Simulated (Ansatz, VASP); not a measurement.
Two plane-wave programs on TaN

INCAR

```
SYSTEM = TaN
  PREC = Accurate
  ENCUT = 1330
  EDIFF = 1E-6
  ISMEAR = 0
  SIGMA = 0.15
  LREAL = .False.
  LASPH = .True.
  NELM = 120
  ALGO = Normal
  ISIF = 2
  LWAVE = .False.
  LCHARG = .False.
  GGA = CA
  NBANDS = 16
  GGA_COMPAT = .False.
```

The input KPOINTS:

```
Automatic mesh
0
Gamma
  18 18 18
  0 0 0
```

POSCAR

```
TaN
1.0
    0.0000000000      2.1738356505      2.1738356505
    2.1738356505      0.0000000000      2.1738356505
    2.1738356505      2.1738356505      0.0000000000
Ta N
1 1
Direct
    0.5000000000      0.5065165242      0.5000000000
    0.0000000000     -0.0841829970      0.0000000000
```

Input for Ansatz:

```yaml
crystal:
  lattice:
    - [0.0, 2.1738356505, 2.1738356505]
    - [2.1738356505, 0.0, 2.1738356505]
    - [2.1738356505, 2.1738356505, 0.0]
  atoms:
    - { symbol: Ta, position: [0.5, 0.5065165242, 0.5] }
    - { symbol: "N", position: [0.0, -0.084182997, 0.0] }
basis:
  ecutwfc: 520.0
kpoints:
  mp_grid: { grid: [18, 18, 18] }
hamiltonian:
  xc: lda
  pseudopotentials: { kind: paw, azcp: { folder: soft_1 } }
scf:
  occupations: { method: gaussian, width: 0.15 }
output:
  forces: true
  stress: true
  eigenvalues: true
```

Change from the starting cell: mode 4 frozen in at -0.183 Å and mode 6 at -0.183 Å (largest displacements).

Alike in both runs: task single point; functional LDA; k mesh 18 × 18 × 18; occupations gaussian, width 0.15 eV; no spin polarisation.

|  | VASP | Ansatz |
| --- | --- | --- |
| version | VASP 6.6.1 | Ansatz 0.2.0 |
| potentials or method | VASP PAW LDA potentials, release 64 (Ta_sv_GW, N_h), cutoff 1330 eV | scalar-relativistic, plane waves, PAW |
| valence electrons in the cell | 18 | 18 |

```tsv
	VASP	Ansatz	Ansatz less VASP
gap on the k mesh at the Fermi level (eV)	none	none	-
pressure (GPa)	15.7	14.2	-1.53
traceless stress, the component that is largest in VASP (GPa)	-14.35	-14.14	+0.206
rms of the force components (eV/Å)	1.832	1.806	-0.0267
```

Ansatz warns that its potentials were made for another functional, while VASP's fit it. LDA's correlation is that of Perdew and Zunger in VASP and of Perdew and Wang (1992) in Ansatz. Atom by atom the forces differ by 0.027 eV/Å (rms over components). A gap of «none» marks a metal or a gap that the smearing closes.

Neither program's run includes spin-orbit coupling.
